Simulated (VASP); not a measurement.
TiTe2, 3 atoms in the cell. Symmetry: P-3m1, No. 164, trigonal system. Conventional cell: a = 3.656 Å, b = 3.656 Å, c = 6.303 Å, α = 90.00°, β = 90.00°, γ = 120.00°. Within 3.7 Å of Ti (site symmetry -3m) lie 6 Te at 2.73 Å and 6 Ti at 3.66 Å. Te (site symmetry 3m) has 3 Ti at 2.73 Å and 9 Te at 3.55 to 3.66 Å within 3.7 Å. 

- Program: VASP 6.6.1
- Task: single point
- Functional: PBEsol
- Potentials or basis: VASP PAW PBE potentials, release 64 (Ti_sv, Te)
- Cutoff: 520 eV
- k mesh: 12 × 12 × 8
- Occupations: gaussian, width 0.03 eV
- Spin: non-collinear spin, zero start, spin-orbit coupling
- Starting moments: [[0.0, 0.0, 0.0], [0.0, 0.0, 0.0], [0.0, 0.0, 0.0]] μB
- Dipole correction: no
- Further INCAR settings: ALGO = Normal; EDIFF = 1e-07; NBANDS = 37

Potentials or basis: VASP PAW PBE potentials, release 64 (Ti_sv, Te).

Command:

```console
$ cat potpaw_PBE.64/Ti_sv/POTCAR potpaw_PBE.64/Te/POTCAR > POTCAR
$ mpirun -np 1 vasp_ncl > vasp.out
```

Hardware: 1 thread of Oxide Virtual Turin-like Processor (shared host).

Question: How long does it take, and how much memory?

Answer: It took 25 min on 1 thread of Oxide Virtual Turin-like Processor, with other jobs on the host, peak memory 0.65 GiB. Counts: scf iterations 19, k points 131.
